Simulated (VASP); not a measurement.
WSe2, a slab with vacuum:

```xyz
9
Lattice="3.2712 0.0000 0.0000 -1.6356 2.8329 0.0000 0.0000 0.0000 31.5685" Properties=species:S:1:pos:R:3 pbc="T T T"
Se    1.6356    0.9443    7.5000
Se    1.6356    0.9443   10.8478
Se    0.0000    1.8886   14.1103
Se    0.0000    1.8886   17.4582
Se    1.6356    0.9443   20.7207
Se    1.6356    0.9443   24.0685
W     0.0000    1.8886    9.1739
W     1.6356    0.9443   15.7843
W     0.0000    1.8886   22.3946
```

Base run:

| Property | Result |
| --- | --- |
| Program | VASP 6.6.1 |
| Functional | PBEsol |
| Potentials or basis | VASP PAW PBE potentials, release 64 (Se, W_sv) |
| Cutoff | 400 eV |
| k mesh | 9 × 9 × 1 |
| Occupations | gaussian, width 0.05 eV |
| Spin | no spin polarisation |

Its results: band gap on the k mesh 1.33 eV, indirect (least direct gap 1.62 eV); largest force 0.068 eV/Å.

**Question.** After a change of settings the same cell gave: band gap on the k mesh 2.18 eV, indirect (least direct gap 2.81 eV); largest force 0.315 eV/Å. Which change was it?
A. occupations from gaussian, width 0.05 eV to gaussian, width 0.01 eV
B. k mesh from 9 × 9 × 1 to 13 × 13 × 1
C. k mesh from 9 × 9 × 1 to 1 × 9 × 1; further incar settings from ALGO = Normal; EDIFF = 1e-06; NBANDS = 49; NELMDL = -8 to ALGO = Normal; EDIFF = 1e-06; NBANDS = 49; ISYM = 0; NELMDL = -8
D. k mesh from 9 × 9 × 1 to 2 × 2 × 1

**Answer.** D.

Caveats: some runs use coarse meshes; the PAW data sets were made with another functional, which shifts forces and pressure a little; spin-orbit coupling is left out, which moves the levels of the heavy elements.
